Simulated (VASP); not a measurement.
Crystal: Bi.

```
CELL_PARAMETERS angstrom
3.67000 0.00000 0.00000
-1.83500 3.17831 0.00000
0.00000 0.00000 5.99311
ATOMIC_POSITIONS crystal
Bi 0.33333 0.66667 0.25000
Bi 0.66667 0.33333 0.75000
```

This isn't the form of Bi at room conditions, which is rhombohedral.

| Property | Result |
| --- | --- |
| Program | VASP 6.6.1 |
| Task | relaxation of cell and atoms |
| Functional | PBE |
| Potentials or basis | VASP PAW PBE potentials, release 64 (Bi_d) |
| Cutoff | 600 eV |
| k mesh | 7 × 7 × 4 |
| Occupations | fermi-dirac, width 0.1 eV |
| Spin | no spin polarisation |

At the start: pressure -4.0 GPa; volume 34.95 Å³/atom.

Where does the relaxation end?

Over 8 steps the energy falls by 43.2 meV/atom and the volume is 31.79 Å³/atom (-9.1 %); space group P6_3/mmc (No. 194, to 0.1 Å) before and after.

The path:
```tsv
step	energy change (eV)	largest force (eV/Å)	pressure (GPa)	volume (Å³)
1	0.0000	0.0000	-3.98	69.91
2	-0.0734	0.0000	1.89	61.48
3	-0.0855	0.0000	0.03	63.59
4	-0.0854	0.0000	-0.07	63.71
5	-0.0862	0.0000	-0.08	63.69
6	-0.0863	0.0000	-0.08	63.68
7	-0.0864	0.0000	0.05	63.51
8	-0.0864	0.0000	0.00	63.57
```

Final structure:
```xyz
2
Lattice="3.5711 0.0000 0.0000 -1.7855 3.0926 0.0000 0.0000 0.0000 5.7562" Properties=species:S:1:pos:R:3 pbc="T T T"
Bi    0.0000    2.0618    1.4391
Bi    1.7855    1.0309    4.3172
```
